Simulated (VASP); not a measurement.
Al2O3:

```
Al O
1.0
     2.40251    1.38709    4.37208
    -2.40251    1.38709    4.37208
     0.00000   -2.77418    4.37208
Al O
4 6
Direct
  0.14790 0.14790 0.14790
  0.35210 0.35210 0.35210
  0.64790 0.64790 0.64790
  0.85210 0.85210 0.85210
  0.94385 0.55615 0.25000
  0.44385 0.75000 0.05615
  0.55615 0.25000 0.94385
  0.25000 0.94385 0.55615
  0.75000 0.05615 0.44385
  0.05615 0.44385 0.75000
```

| Item | Value |
| --- | --- |
| Program | VASP 6.6.1 |
| Task | relaxation of cell and atoms |
| Functional | PBEsol |
| Potentials or basis | VASP PAW PBE potentials, release 64 (Al, O) |
| Cutoff | 600 eV |
| k mesh | 6 × 6 × 6 |
| Occupations | fermi-dirac, width 0.03 eV |
| Spin | no spin polarisation |

At the start: pressure -5.1 GPa; volume 8.74 Å³/atom.

Q: Where does the relaxation end?

A: Over 5 steps the energy falls by 3.1 meV/atom and the volume is 8.55 Å³/atom (-2.2 %); space group R-3c (No. 167, to 0.1 Å) before and after.

The path:
| step | energy change (eV) | largest force (eV/Å) | pressure (GPa) | volume (Å³) |
| --- | --- | --- | --- | --- |
| 1 | 0.0000 | 0.0559 | -5.11 | 87.42 |
| 2 | -0.0075 | 0.0499 | 4.78 | 83.94 |
| 3 | -0.0309 | 0.0095 | 0.00 | 85.54 |
| 4 | -0.0309 | 0.0095 | 0.10 | 85.50 |
| 5 | -0.0310 | 0.0069 | 0.10 | 85.49 |

Final structure:
```xyz
10
Lattice="2.3859 1.3775 4.3354 -2.3859 1.3775 4.3354 0.0000 -2.7550 4.3354" Properties=species:S:1:pos:R:3 pbc="T T T"
Al    0.0000    0.0000    1.9244
Al    0.0000    0.0000    4.5788
Al    0.0000    0.0000    8.4275
Al    0.0000    0.0000   11.0819
O     0.9266    1.3775    7.5870
O    -0.7297    1.4912    5.4193
O     0.7297   -1.4912    7.5870
O    -1.6562    0.1137    7.5870
O     1.6562   -0.1137    5.4193
O    -0.9266   -1.3775    5.4193
```

Caveat: the PAW data sets were made with another functional, which shifts forces and pressure a little.
